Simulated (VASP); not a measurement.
Runs of VASP 6.6.1 on MnO (rock salt type). The structure is that of space group Fm-3m (No. 225), or close to it. The cells are those of the table. 

```csv
level,cell,k mesh,smearing,gap on the mesh (eV),pressure (GPa)
PBE,"a = 2.903 Å, angles 60.0°, 2 atoms",23 × 23 × 23,fermi-dirac 0.0612256 eV,none,0.9
PBE,"a = 2.922 Å, angles 60.0°, 2 atoms",23 × 23 × 23,fermi-dirac 0.0612256 eV,none,-3.8
r2SCAN,"a = 2.912 Å, angles 60.0°, 2 atoms",14 × 14 × 14,fermi-dirac 0.1 eV,none,-2.6
PBE,"a = 2.863 Å, angles 60.0°, 2 atoms",23 × 23 × 23,fermi-dirac 0.0612256 eV,none,(a)
r2SCAN,"a = 2.941 Å, angles 60.0°, 2 atoms",14 × 14 × 14,fermi-dirac 0.1 eV,none,(b)
PBE,"a = 2.960 Å, angles 60.0°, 2 atoms",23 × 23 × 23,fermi-dirac 0.0612256 eV,none,(c)
r2SCAN,"a = 2.883 Å, angles 60.0°, 2 atoms",14 × 14 × 14,fermi-dirac 0.1 eV,none,4.9
PBE,"a = 2.883 Å, angles 60.0°, 2 atoms",23 × 23 × 23,fermi-dirac 0.0612256 eV,none,6.2
PBE,"a = 2.941 Å, angles 60.0°, 2 atoms",23 × 23 × 23,fermi-dirac 0.0612256 eV,none,-8.0
```

Alike in all rows: task single point; potentials or basis VASP PAW PBE potentials, release 64 (Mn_pv, O); no spin polarisation; cutoff (eV) 520.

Question: Fill in the values left out.

Answer: (a) 12.1; (b) -9.1; (c) -11.8.

Caveats: an odd number of electrons without spin polarisation forces a metal; a magnetic or distorted state may lie lower; the run has no spin polarisation, though such a crystal can be magnetic; semilocal functionals often make such compounds metallic where correlation or magnetic order opens a gap, which also shifts bond lengths; the cell stands under tension (at least some runs); the PAW data sets were made with another functional, which shifts forces and pressure a little (at least some runs); the cell stands under pressure (at least some runs).

A gap of «none» marks levels without a gap at the run's occupations.
